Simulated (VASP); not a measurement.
**SrB3Pt: single point with PBE**

SrB3Pt:

```
CELL_PARAMETERS angstrom
4.60083 0.00000 0.00000
0.00000 4.60083 0.00000
0.00000 0.00000 4.60083
ATOMIC_POSITIONS crystal
Sr 0.00000 0.00000 0.00000
B 0.50000 0.00000 0.00000
B 0.00000 0.50000 0.00000
B 0.00000 0.00000 0.50000
Pt 0.50000 0.50000 0.50000
```

```
Program                : VASP 6.6.1
Task                   : single point
Functional             : PBE
Potentials or basis    : VASP PAW PBE potentials, release 64 (Sr_sv, B, Pt)
Cutoff                 : 520 eV
k mesh                 : 4 × 4 × 4
Occupations            : gaussian, width 0.1 eV
Spin                   : no spin polarisation
Dipole correction      : no
Further INCAR settings : ALGO = Normal; EDIFF = 1e-07; NBANDS = 22
```

* Pressure: 0.3 GPa

Levels at points of the mesh, in eV from the Fermi level:
```tsv
k point	band 11	band 12	band 13	band 14	band 15	band 16	band 17	band 18	band 19	band 20
(0.00, 0.00, 0.00)	-1.07	-1.07	0.16	0.16	0.16	1.42	1.96	1.96	1.96	3.94
(0.50, 0.00, 0.00)	-1.21	-1.11	-0.55	-0.25	-0.09	-0.09	2.05	2.05	2.21	3.78
(0.50, 0.50, 0.00)	-1.17	-1.04	-0.96	-0.45	-0.17	0.89	0.89	1.29	1.29	3.02
(0.50, 0.50, 0.50)	-0.98	-0.98	-0.75	-0.57	-0.57	-0.57	-0.42	-0.42	-0.20	3.65
```

Wall time 12 s on 1 thread of Intel(R) Xeon(R) 6975P-C (Granite Rapids), on a shared host, peak memory 0.21 GiB.

Caveat: spin-orbit coupling is left out, which moves the levels of the heavy elements.
